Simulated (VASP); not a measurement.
Set up this calculation in VASP 6.6.1, as the native input.

```yaml
Task: relaxation of shape and atoms at fixed volume
Functional: PBEsol
Potentials_or_basis: VASP PAW PBE potentials, release 64 (Zr_sv, P, Ru_pv)
Cutoff: 600 eV
k_mesh: 6 × 6 × 10
Occupations: gaussian, width 0.1 eV
Spin: no spin polarisation
Dipole_correction: no
Further_INCAR_settings: ALGO = Normal; EDIFF = 1e-06; IBRION = 2; EDIFFG = -0.01; NSW = 50; ISIF = 4
```

The structure of ZrPRu lies in POSCAR:

```
ZrPRu
1.0
    6.2128667232      0.0000000000      0.0000000000
   -3.1064333616      5.3805004126      0.0000000000
    0.0000000000      0.0000000000      3.6540747377
Zr P Ru
3 3 3
Direct
    0.4164617022      0.4164617022      0.0000000000
    0.5835382978      0.0000000000      0.0000000000
    0.0000000000      0.5835382978      0.0000000000
    0.6666666667      0.3333333333      0.5000000000
    0.3333333333      0.6666666667      0.5000000000
    0.0000000000      0.0000000000      0.0000000000
    0.7550943695      0.7550943695      0.5000000000
    0.2449056305      0.0000000000      0.5000000000
    0.0000000000      0.2449056305      0.5000000000
```

This cell differs from its parent crystal: volume scaled by 0.91.

One way to write it, as run:

INCAR

```
SYSTEM = ZrPRu
PREC = Accurate ; ENCUT = 600
EDIFF = 1E-6 ; ISMEAR = 0
SIGMA = 0.1 ; LREAL = .FALSE.
LASPH = .TRUE. ; NELM = 60
ALGO = Normal ; ISIF = 4
LWAVE = .FALSE. ; LCHARG = .FALSE.
GGA = PS ; IBRION = 2
NSW = 50 ; EDIFFG = -0.01
```

KPOINTS

```
Automatic mesh
0
G
  6 6 10
  0 0 0
```

Potentials or basis: VASP PAW PBE potentials, release 64 (Zr_sv, P, Ru_pv).

Launch:

```sh
$ cat potpaw_PBE.64/Zr_sv/POTCAR potpaw_PBE.64/P/POTCAR potpaw_PBE.64/Ru_pv/POTCAR > POTCAR
$ mpirun -np 1 vasp_std > vasp.out
```

It gave:

| Item | Value |
| --- | --- |
| Energy gained by relaxing | 0.1 meV/atom |
| Ionic steps | 3 |
| Pressure after relaxing | 26.9 GPa |
| Largest force after relaxing | 0.004 eV/Å |

Caveat: the PAW data sets were made with another functional, which shifts forces and pressure a little.

Wall time 6.3 min on 1 thread of Intel(R) Xeon(R) 6975P-C (Granite Rapids), with other jobs on the host, peak memory 0.45 GiB.
